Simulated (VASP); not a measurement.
# TaN (P-62m) in VASP: settings compared

Aim: see how the results for TaN move with the level of theory and the settings. Levels: BLYP, LDA, PBEsol. Tasks: single point.

All numbers are computed with VASP 6.6.1; they aren't measurements. Logs are shortened: lines on timing, memory, paths and dates and some standing lists are left out, and cuts for length are marked.

### Step 1. The cell of the first run

Symmetry: P-62m, No. 189, hexagonal system. Conventional cell: a = 5.196 Å, b = 5.196 Å, c = 2.911 Å, α = 90.00°, β = 90.00°, γ = 120.00°. Within 2.7 Å of Ta (site symmetry -62m) lie 3 N at 2.04 Å. Within 2.9 Å of Ta (site symmetry -6) lie 6 N at 2.16 Å. Within 2.7 Å of N (site symmetry m2m) lie 5 Ta at 2.04 to 2.16 Å.

### Step 2. Single point, BLYP

Contents of INCAR:

```
PREC     = Accurate       # precision mode
ENCUT    = 520            # plane-wave cutoff, eV
EDIFF    = 1E-7           # SCF threshold, eV
ISMEAR   = -1             # smearing method
SIGMA    = 0.05           # smearing width, eV
LREAL    = False          # projectors in reciprocal space
LASPH    = True           # aspherical terms in the spheres
NELM     = 100            # most SCF steps
ALGO     = Normal         # electronic algorithm
ISIF     = 2              # what is computed and relaxed
LWAVE    = False          # write WAVECAR
LCHARG   = False          # write CHGCAR
GGA      = B5             # functional
ALDAX    = 1.0          
AGGAX    = 1.0          
AGGAC    = 1.0          
ALDAC    = 0.0          
NBANDS   = 33             # bands
```

Contents of KPOINTS:

```
regular mesh
0
Gamma
  6 6 9
```

Contents of POSCAR:

```
TaN
1.0
    5.1960000000      0.0000000000      0.0000000000
   -2.5980000000      4.4998679981      0.0000000000
    0.0000000000      0.0000000000      2.9110000000
Ta N
3 3
Direct
    0.0000000000      0.0000000000      0.0000000000
    0.6666666667      0.3333333333      0.5000000000
    0.3333333333      0.6666666667      0.5000000000
    0.0000000000      0.3928500000      0.0000000000
    0.6071500000      0.6071500000      0.0000000000
    0.3928500000      0.0000000000      0.0000000000
```

Potentials or basis: VASP PAW PBE potentials, release 64 (Ta_pv, N).

The run is started by

```console
$ cat potpaw_PBE.64/Ta_pv/POTCAR potpaw_PBE.64/N/POTCAR > POTCAR
$ mpirun -np 1 vasp_std > vasp.out
```

OUTCAR:

```text
PREC = Accurate
   ENCUT = 520
   EDIFF = 1E-7
   ISMEAR = -1
   LREAL = False
   LASPH = True
   NELM = 100
   ISIF = 2
   GGA = B5

 ion  position               nearest neighbor table
   1  0.000  0.000  0.000-   6 2.04   5 2.04   4 2.04   3 3.33   2 3.33   2 3.33   3 3.33   2 3.33
                             2 3.33   3 3.33   3 3.33   2 3.33   2 3.33   3 3.33   3 3.33
   2  0.667  0.333  0.500-   4 2.16   4 2.16   6 2.16   6 2.16   5 2.16   5 2.16   3 3.00   3 3.00
                             3 3.00   1 3.33   1 3.33   1 3.33   1 3.33   1 3.33   1 3.33
   3  0.333  0.667  0.500-   6 2.16   6 2.16   4 2.16   4 2.16   5 2.16   5 2.16   2 3.00   2 3.00
                             2 3.00   1 3.33   1 3.33   1 3.33   1 3.33   1 3.33   1 3.33
   4  0.000  0.393  0.000-   1 2.04   2 2.16   2 2.16   3 2.16   3 2.16
   5  0.607  0.607  0.000-   1 2.04   3 2.16   3 2.16   2 2.16   2 2.16
   6  0.393  0.000  0.000-   1 2.04   3 2.16   3 2.16   2 2.16   2 2.16

  LATTYP: Found a hexagonal cell.
 ALAT       =     5.1960000000
 C/A-ratio  =     0.5602386451

  Lattice vectors:

 A1 = (   5.1960000000,   0.0000000000,   0.0000000000)
 A2 = (  -2.5980000000,   4.4998679981,   0.0000000000)
 A3 = (   0.0000000000,   0.0000000000,   2.9110000000)

Analysis of symmetry for initial positions (statically):
=====================================================================
 Subroutine PRICEL returns:
 Original cell was already a primitive cell.

 Routine SETGRP: Setting up the symmetry group for a
 hexagonal supercell.

 Subroutine GETGRP returns: Found 12 space group operations
 (whereof 12 operations were pure point group operations)
 out of a pool of 24 trial point group operations.

The static configuration has the point symmetry D_3h.

Analysis of symmetry for dynamics (positions and initial velocities):
=====================================================================
 Subroutine PRICEL returns:
 Original cell was already a primitive cell.

 Routine SETGRP: Setting up the symmetry group for a
 hexagonal supercell.

 Subroutine GETGRP returns: Found 12 space group operations
 (whereof 12 operations were pure point group operations)
 out of a pool of 24 trial point group operations.

The dynamic configuration has the point symmetry D_3h.

 Subroutine INISYM returns: Found 12 space group operations
 (whereof 12 operations are pure point group operations),
 and found     1 'primitive' translations

[... 101 lines left out ...]
   NELM   =    100;   NELMIN=  2; NELMDL= -5     # of ELM steps
   EDIFF  = 0.1E-06   stopping-criterion for ELM
   LREAL  =      F    real-space projection
   EDIFFG = 0.1E-05   stopping-criterion for IOM
   NSW    =      0    number of steps for IOM
   IBRION =     -1    ionic relax: 0-MD 1-quasi-New 2-CG
   NFREE  =      0    steps in history (QN), initial steepest desc. (CG)
   ISIF   =      2    stress and relaxation
   ISYM   =      2    0-nonsym 1-usesym 2-fastsym
   POTIM  = 0.5000    time-step for ionic-motion
   TEBEG  =    0.0;   TEEND  =   0.0 temperature during run
   PSTRESS=    0.0 pullay stress
   NELECT =      48.0000    total number of electrons
   NUPDOWN=      -1.0000    fix difference up-down
   EMIN   =  10.00;   EMAX   =-10.00  energy-range for DOS
   EFERMI =   0.00;   METHOD = LEGACY
   ISMEAR =    -1;   SIGMA  =   0.05  broadening in eV -4-tet -1-fermi 0-gaus
   EFERMI_NEDOS =   21; number of points for ismear=-14 and -15
   IALGO  =     38    algorithm
   IMIX   =      4    mixing-type and parameters
     AMIX     =   0.40;   BMIX     =  1.00
     AMIX_MAG =   1.60;   BMIX_MAG =  1.00
  volume/ion in A,a.u.               =      11.34        76.55
  Fermi-wavevector in a.u.,A,eV,Ry     =   1.457197  2.753703 28.890916  2.123422
  Thomas-Fermi vector in A             =   2.574026
   LORBIT       =      0    0 simple, 1 ext, 2 COOP (PROOUT), +10 PAW based schemes
   GGA     = B5    functional components
   LHFCALC =     F    Hartree Fock is set to
   AEXX    =    0.0000 exact exchange contribution
   IVDW    =     0    specifies the selected vdW correction
   LEPSILON=     F    determine dielectric tensor
   LRPA    =     F    only Hartree local field effects (RPA)
 non-spin polarized calculation
  energy-cutoff  :      520.00
  volume of cell :       68.06
 maximum number of plane-waves:      1847
 NGX is ok and might be reduce to    40
   NGX = 19   NGY = 19   NGZ = 11

 number of electron      48.0000001 magnetization

 Free energy of the ion-electron system (eV)
  ---------------------------------------------------
  ext. energy  EPLUGINS =         0.00000000
  ---------------------------------------------------
  free energy    TOTEN  =       -61.57530866 eV

  energy without entropy =      -61.56852729  energy(sigma->0) =      -61.57191798

 E-fermi :   8.8156     XC(G=0): -12.3290

 val. band max:        8.8137067837   @ k =   0.0000   0.0000   0.2222
 cond. band min:       8.8315100732   @ k =   0.1667   0.0000   0.2222
 fundamental gap:      0.0178032895
 Fermi energy:         8.8155984717

 k-point     1 :       0.0000    0.0000    0.0000
  band No.  band energies     occupation
      1     -27.3176      2.00000
      2     -27.3176      2.00000
      3     -26.9593      2.00000
      4     -26.9593      2.00000
      5     -26.7879      2.00000
      6     -26.6802      2.00000
[... 853 lines left out ...]
     32      12.4603      0.00000
     33      13.8920      0.00000

 [... further k-points ...]
[... 5 lines left out ...]
  --------------------------------------------------------------------------------------
  -------------------------------------------------------------------------------------
  Total        7.5535108      7.5535108      6.9369180      0.0000000     -0.0000000      0.0000000
  in kB      177.8067780    177.8067780    163.2924181      0.0000000     -0.0000000      0.0000000
  external PRESSURE =     172.9686581 kB  Pullay stress =       0.0000000 kB

 VOLUME and BASIS-vectors are now :
 -----------------------------------------------------------------------------
  energy-cutoff  :      520.00
  volume of cell :       68.06
      direct lattice vectors                 reciprocal lattice vectors
     5.196000000  0.000000000  0.000000000     0.192455735  0.111114371  0.000000000
    -2.598000000  4.499867998  0.000000000     0.000000000  0.222228741  0.000000000
     0.000000000  0.000000000  2.911000000     0.000000000  0.000000000  0.343524562

 POSITION                                       TOTAL-FORCE (eV/Angst)
 -----------------------------------------------------------------------------------
      0.00000      0.00000      0.00000        -0.000000      0.000000      0.000000
      2.59800      1.49996      1.45550        -0.000000      0.000000      0.000000
     -0.00000      2.99991      1.45550        -0.000000      0.000000      0.000000
     -1.02062      1.76777      0.00000         0.007318     -0.012676      0.000000
      1.57738      2.73209      0.00000         0.007318      0.012676     -0.000000
      2.04125      0.00000      0.00000        -0.014636      0.000000     -0.000000
 -----------------------------------------------------------------------------------
    total drift:                               -0.000002     -0.000003      0.000000

  FREE ENERGIE OF THE ION-ELECTRON SYSTEM (eV)
  ---------------------------------------------------
  free  energy   TOTEN  =       -61.5753086614 eV

  energy  without entropy=      -61.5685272918  energy(sigma->0) =      -61.57191798
```

stdout:

```text
POSCAR found type information on POSCAR TaN
 POSCAR found :  2 types and       6 ions
 scaLAPACK will be used
 -----------------------------------------------------------------------------
|                                                                             |
|                                                                             |
|     You enforced a specific xc type in the INCAR file but a different       |
|     I HOPE YOU KNOW WHAT YOU ARE DOING!                                     |
|                                                                             |
 -----------------------------------------------------------------------------

 LDA part: xc-table for (Slater(with rela. corr.)+VWN5), standard interpolation
 POSCAR, INCAR and KPOINTS ok, starting setup
 FFT: planning ... GRIDC
 FFT: planning ... GRID_SOFT
 FFT: planning ... GRID
 WAVECAR not read
 entering main loop
```

It took 1.8 min on 1 thread of Intel Xeon Platinum 8259CL at 2.50GHz (Skylake/Cascade Lake), shared host; peak memory 0.22 GiB.

Results:

```yaml
Free_energy: -61.5753 eV
Pressure: 17.3 GPa
Largest_force: 0.015 eV/Å
Band_gap_on_the_k_mesh: zero (band 24 reaches 10.55 eV, above the bottom of band 25 at 7.52 eV)
```

Forces in eV/Å, atoms in the order of the input:
```
Ta   0.000  0.000  0.000
Ta   0.000  0.000  0.000
Ta   0.000  0.000  0.000
N    0.007 -0.013  0.000
N    0.007  0.013  0.000
N   -0.015  0.000  0.000
```

Levels at points of the mesh, in eV from the Fermi level:
```csv
k point,band 22,band 23,band 24,band 25,band 26,band 27
"(0.00, 0.00, 0.00)",-3.31,-1.87,-0.91,-0.91,0.61,0.61
"(0.50, 0.00, 0.00)",-3.86,-2.76,-2.57,1.23,1.81,1.94
```

Caveat: the PAW data sets were made with another functional, which shifts forces and pressure a little; spin-orbit coupling is left out, which moves the levels of the heavy elements.

### Step 3. Single point, LDA

Contents of INCAR:

```
SYSTEM = TaN
PREC = Accurate
ENCUT = 520
EDIFF = 1E-7
ISMEAR = -1
SIGMA = 0.05
LREAL = .FALSE.
LASPH = .TRUE.
NELM = 100
ALGO = Normal
ISIF = 2
LWAVE = .FALSE.
LCHARG = .TRUE.
GGA = CA
LELF = .TRUE.
LVHAR = .TRUE.
NBANDS = 33
```

Contents of KPOINTS:

```
Automatic mesh
0
G
  6 6 9
  0 0 0
```

POSCAR is that of step 2.

Potentials or basis: VASP PAW LDA potentials, release 64 (Ta_pv, N).

The run is started by

```console
$ cat potpaw_LDA.64/Ta_pv/POTCAR potpaw_LDA.64/N/POTCAR > POTCAR
$ mpirun -np 1 vasp_std > vasp.out
```

OUTCAR:

```text
SYSTEM = TaN
   PREC = Accurate
   ENCUT = 520
   EDIFF = 1E-7
   ISMEAR = -1
   LREAL = .FALSE.
   LASPH = .TRUE.
   NELM = 100
   ISIF = 2
   GGA = CA

 ion  position               nearest neighbor table
   1  0.000  0.000  0.000-   6 2.04   5 2.04   4 2.04   3 3.33   2 3.33   2 3.33   3 3.33   2 3.33
                             2 3.33   3 3.33   3 3.33   2 3.33   2 3.33   3 3.33   3 3.33
   2  0.667  0.333  0.500-   4 2.16   4 2.16   6 2.16   6 2.16   5 2.16   5 2.16   3 3.00   3 3.00
                             3 3.00   1 3.33   1 3.33   1 3.33   1 3.33   1 3.33   1 3.33
   3  0.333  0.667  0.500-   6 2.16   6 2.16   4 2.16   4 2.16   5 2.16   5 2.16   2 3.00   2 3.00
                             2 3.00   1 3.33   1 3.33   1 3.33   1 3.33   1 3.33   1 3.33
   4  0.000  0.393  0.000-   1 2.04   2 2.16   2 2.16   3 2.16   3 2.16
   5  0.607  0.607  0.000-   1 2.04   3 2.16   3 2.16   2 2.16   2 2.16
   6  0.393  0.000  0.000-   1 2.04   3 2.16   3 2.16   2 2.16   2 2.16

  LATTYP: Found a hexagonal cell.
 ALAT       =     5.1960000000
 C/A-ratio  =     0.5602386451

  Lattice vectors:

 A1 = (   5.1960000000,   0.0000000000,   0.0000000000)
 A2 = (  -2.5980000000,   4.4998679981,   0.0000000000)
 A3 = (   0.0000000000,   0.0000000000,   2.9110000000)

Analysis of symmetry for initial positions (statically):
=====================================================================
 Subroutine PRICEL returns:
 Original cell was already a primitive cell.

 Routine SETGRP: Setting up the symmetry group for a
 hexagonal supercell.

 Subroutine GETGRP returns: Found 12 space group operations
 (whereof 12 operations were pure point group operations)
 out of a pool of 24 trial point group operations.

The static configuration has the point symmetry D_3h.

Analysis of symmetry for dynamics (positions and initial velocities):
=====================================================================
 Subroutine PRICEL returns:
 Original cell was already a primitive cell.

 Routine SETGRP: Setting up the symmetry group for a
[... 131 lines left out ...]
   IALGO  =     38    algorithm
   IMIX   =      4    mixing-type and parameters
     AMIX     =   0.40;   BMIX     =  1.00
     AMIX_MAG =   1.60;   BMIX_MAG =  1.00
  volume/ion in A,a.u.               =      11.34        76.55
  Fermi-wavevector in a.u.,A,eV,Ry     =   1.457197  2.753703 28.890916  2.123422
  Thomas-Fermi vector in A             =   2.574026
   LORBIT       =      0    0 simple, 1 ext, 2 COOP (PROOUT), +10 PAW based schemes
   GGA     = CA    functional components
   LHFCALC =     F    Hartree Fock is set to
   AEXX    =    0.0000 exact exchange contribution
   IVDW    =     0    specifies the selected vdW correction
   LEPSILON=     F    determine dielectric tensor
   LRPA    =     F    only Hartree local field effects (RPA)
 non-spin polarized calculation
  energy-cutoff  :      520.00
  volume of cell :       68.06
 maximum number of plane-waves:      1847
 NGX is ok and might be reduce to    40
   NGX = 19   NGY = 19   NGZ = 11

 number of electron      48.0000002 magnetization

 Free energy of the ion-electron system (eV)
  ---------------------------------------------------
  ext. energy  EPLUGINS =         0.00000000
  ---------------------------------------------------
  free energy    TOTEN  =       -74.09324322 eV

  energy without entropy =      -74.08645418  energy(sigma->0) =      -74.08984870

 E-fermi :   8.1731     XC(G=0): -13.2425

 val. band max:        8.1635102041   @ k =   0.0000   0.0000   0.2222
 cond. band min:       8.1755870541   @ k =   0.1667   0.0000   0.2222
 fundamental gap:      0.0120768501
 Fermi energy:         8.1730609856

 k-point     1 :       0.0000    0.0000    0.0000
  band No.  band energies     occupation
      1     -27.8454      2.00000
      2     -27.8454      2.00000
      3     -27.4899      2.00000
      4     -27.4899      2.00000
      5     -27.3175      2.00000
      6     -27.2074      2.00000
[... 853 lines left out ...]
     32      11.8694      0.00000
     33      13.2263      0.00000

 [... further k-points ...]
[... 5 lines left out ...]
  --------------------------------------------------------------------------------------
  -------------------------------------------------------------------------------------
  Total       -3.1545960     -3.1545960     -4.2949756      0.0000000      0.0000000      0.0000000
  in kB      -74.2579931    -74.2579931   -101.1020964      0.0000000      0.0000000      0.0000000
  external PRESSURE =     -83.2060275 kB  Pullay stress =       0.0000000 kB

 VOLUME and BASIS-vectors are now :
 -----------------------------------------------------------------------------
  energy-cutoff  :      520.00
  volume of cell :       68.06
      direct lattice vectors                 reciprocal lattice vectors
     5.196000000  0.000000000  0.000000000     0.192455735  0.111114371  0.000000000
    -2.598000000  4.499867998  0.000000000     0.000000000  0.222228741  0.000000000
     0.000000000  0.000000000  2.911000000     0.000000000  0.000000000  0.343524562

 POSITION                                       TOTAL-FORCE (eV/Angst)
 -----------------------------------------------------------------------------------
      0.00000      0.00000      0.00000        -0.000000     -0.000000      0.000000
      2.59800      1.49996      1.45550        -0.000000     -0.000000      0.000000
     -0.00000      2.99991      1.45550        -0.000000     -0.000000      0.000000
     -1.02062      1.76777      0.00000         0.016396     -0.028398      0.000000
      1.57738      2.73209      0.00000         0.016396      0.028398      0.000000
      2.04125      0.00000      0.00000        -0.032791     -0.000000      0.000000
 -----------------------------------------------------------------------------------
    total drift:                               -0.000002     -0.000003      0.000000

  FREE ENERGIE OF THE ION-ELECTRON SYSTEM (eV)
  ---------------------------------------------------
  free  energy   TOTEN  =       -74.0932432223 eV

  energy  without entropy=      -74.0864541842  energy(sigma->0) =      -74.08984870
```

OSZICAR:

```text
N       E                     dE             d eps       ncg     rms          rms(c)
DAV:   1     0.437450369747E+03    0.43745E+03   -0.26006E+04  2310   0.152E+03
DAV:   2    -0.555091737530E+02   -0.49296E+03   -0.47022E+03  2657   0.443E+02
DAV:   3    -0.834870332928E+02   -0.27978E+02   -0.27552E+02  2847   0.101E+02
DAV:   4    -0.840179769761E+02   -0.53094E+00   -0.52783E+00  2852   0.135E+01
DAV:   5    -0.840302139834E+02   -0.12237E-01   -0.12213E-01  3012   0.162E+00    0.433E+01
DAV:   6    -0.745033502444E+02    0.95269E+01   -0.49895E+01  2826   0.371E+01    0.182E+01
DAV:   7    -0.741939956744E+02    0.30935E+00   -0.26407E+00  2783   0.835E+00    0.105E+01
DAV:   8    -0.741085156190E+02    0.85480E-01   -0.36325E-01  2852   0.363E+00    0.872E-01
DAV:   9    -0.740943516353E+02    0.14164E-01   -0.37762E-02  2968   0.140E+00    0.363E-01
DAV:  10    -0.740935041154E+02    0.84752E-03   -0.94072E-03  2730   0.476E-01    0.169E-01
DAV:  11    -0.740932909546E+02    0.21316E-03   -0.18256E-03  2953   0.274E-01    0.520E-02
DAV:  12    -0.740932422842E+02    0.48670E-04   -0.23167E-04  2819   0.812E-02    0.163E-02
DAV:  13    -0.740932431842E+02   -0.90001E-06   -0.11170E-05  2800   0.192E-02    0.363E-03
DAV:  14    -0.740932432223E+02   -0.38126E-07   -0.25552E-07  2345   0.314E-03
   1 F= -.74093243E+02 E0= -.74089849E+02  d E =-.678904E-02
```

Run time: 83 s. Hardware: 1 thread of Intel Xeon Platinum 8259CL at 2.50GHz (Skylake/Cascade Lake), shared host; peak memory 0.2 GiB.

What came out:

```yaml
Free_energy: -74.0932 eV
Pressure: -8.3 GPa
Largest_force: 0.033 eV/Å
Band_gap_on_the_k_mesh: zero (band 24 reaches 9.96 eV, above the bottom of band 25 at 6.85 eV)
```

Forces in eV/Å, atoms in the order of the input:
```
Ta   0.000  0.000  0.000
Ta   0.000  0.000  0.000
Ta   0.000  0.000  0.000
N    0.016 -0.028  0.000
N    0.016  0.028  0.000
N   -0.033  0.000  0.000
```

Levels at points of the mesh, in eV from the Fermi level:
```csv
k point,band 20,band 21,band 22,band 23,band 24,band 25,band 26,band 27,band 28,band 29
"(0.00, 0.00, 0.00)",-4.99,-4.20,-3.28,-1.90,-0.91,-0.91,0.54,0.54,1.83,1.92
"(0.50, 0.00, 0.00)",-4.58,-3.86,-3.82,-2.80,-2.62,1.21,1.76,1.91,2.37,2.38
```

Caveat: spin-orbit coupling is left out, which moves the levels of the heavy elements.

[end of part 1 of 2]
